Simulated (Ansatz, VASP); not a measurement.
# One calculation of KTaO3, two programs

Contents of POSCAR:

```
KTaO3
1.0
    4.1877150000      0.0000000000      0.0000000000
    0.0000000000      4.1877150000      0.0000000000
    0.0000000000      0.0000000000      3.9883000000
K Ta O
1 1 3
Direct
    0.5000000000      0.5000000000      0.5000000000
    0.0000000000      0.0000000000      0.0000000000
    0.5000000000      0.0000000000      0.0000000000
    0.0000000000      0.5000000000      0.0000000000
    0.0000000000      0.0000000000      0.5000000000
```

File INCAR.step1:

```
SYSTEM = KTaO3
ALGO = Normal
EDIFF = 1E-4
ENCUT = 520
GGA = PE
ISMEAR = 0
LASPH = .True.
LCHARG = .False.
LREAL = .False.
LWAVE = .True.
NBANDS = 27
NELM = 60
PREC = Accurate
SIGMA = 0.05
```

File INCAR.step2:

```
SYSTEM = KTaO3
ALGO = Normal
EDIFF = 1E-6
ENCUT = 520
ISIF = 2
ISMEAR = 0
ISTART = 1
LASPH = .True.
LCHARG = .True.
LELF = .True.
LMIXTAU = .True.
LREAL = .False.
LVHAR = .True.
LWAVE = .False.
METAGGA = R2SCAN
NBANDS = 27
NELM = 60
PREC = Accurate
SIGMA = 0.05
```

The input KPOINTS:

```
k-points
0
Gamma
  6 6 6
  0 0 0
```

Input for Ansatz:

```yaml
crystal:
  lattice:
    - [4.187715, 0.0, 0.0]
    - [0.0, 4.187715, 0.0]
    - [0.0, 0.0, 3.9883]
  atoms:
    - { symbol: K, position: [0.5, 0.5, 0.5] }
    - { symbol: Ta, position: [0.0, 0.0, 0.0] }
    - { symbol: O, position: [0.5, 0.0, 0.0] }
    - { symbol: O, position: [0.0, 0.5, 0.0] }
    - { symbol: O, position: [0.0, 0.0, 0.5] }
basis:
  ecutwfc: 500
kpoints:
  mp_grid: { grid: [6, 6, 6] }
hamiltonian:
  xc: r2scan
scf:
  occupations: { method: gaussian, width: 0.05 }
output:
  forces: true
  stress: true
  eigenvalues: true
```

Change from the starting cell: strain +0.050 along x and y, +0.000 along z, atoms carried along.

Alike in both runs: task single point; functional r2SCAN; k mesh 6 × 6 × 6; occupations gaussian, width 0.05 eV; no spin polarisation.

|  | VASP | Ansatz |
| --- | --- | --- |
| version | VASP 6.6.1 | Ansatz 0.2.0 |
| potentials or method | VASP PAW PBE potentials, release 64 (K_sv, Ta_pv, O), cutoff 520 eV | scalar-relativistic, plane waves, PAW |
| valence electrons in the cell | 38 | 40 |

VASP gave:

```
gap on the k mesh at the Fermi level (eV)                     : 2.23
least direct gap on the mesh (eV)                             : 2.91
pressure (GPa)                                                : -14.9
traceless stress, the component that is largest in VASP (GPa) : 9.01
```

Problem. What did Ansatz give for the same quantities?

Solution. gap on the k mesh at the Fermi level (eV): 2.26; least direct gap on the mesh (eV): 2.93; pressure (GPa): -15.5; traceless stress, the component that is largest in VASP (GPa): 8.90.

VASP's potentials were made for PBE, not for r2SCAN. The functional is the same, so the differences come from potentials, cutoffs and numerics. VASP's potentials hold 38 valence electrons a cell and Ansatz's 40, so a difference there can come from the potentials and not from the codes.

Neither program's run includes spin-orbit coupling.
